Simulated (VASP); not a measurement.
Input of a VASP 6.6.1 run:

The input INCAR:

```
SYSTEM = Au
PREC = Accurate
ENCUT = 520
EDIFF = 1E-6
ISMEAR = 0
SIGMA = 0.15
LREAL = .FALSE.
LASPH = .TRUE.
NELM = 80
ALGO = Fast
ISIF = 2
LWAVE = .FALSE.
LCHARG = .FALSE.
GGA = PS
NBANDS = 12
```

KPOINTS

```
Automatic mesh
0
G
  20 20 20
  0 0 0
```

The input POSCAR:

```
Au
1.0
   -1.6075509300      1.6075509300      1.6572690000
    1.6075509300     -1.6075509300      1.6572690000
    1.6075509300      1.6075509300     -1.6572690000
Au
1
Direct
    0.0000000000      0.0000000000      0.0000000000
```

Potentials or basis: VASP PAW PBE potentials, release 64 (Au).

Command:

```sh
$ cat potpaw_PBE.64/Au/POTCAR > POTCAR
$ mpirun -np 1 vasp_std > vasp.out
```

Question: Estimate the pressure.

Answer: -1.0 GPa.

Stress tensor (GPa, compression positive):
```
-1.08  0.00  0.00
 0.00 -1.08  0.00
 0.00  0.00 -0.98
```

Caveat: the cell differs from its parent crystal (strain -0.030 along x and y, +0.000 along z); the PAW data sets were made with another functional, which shifts forces and pressure a little.
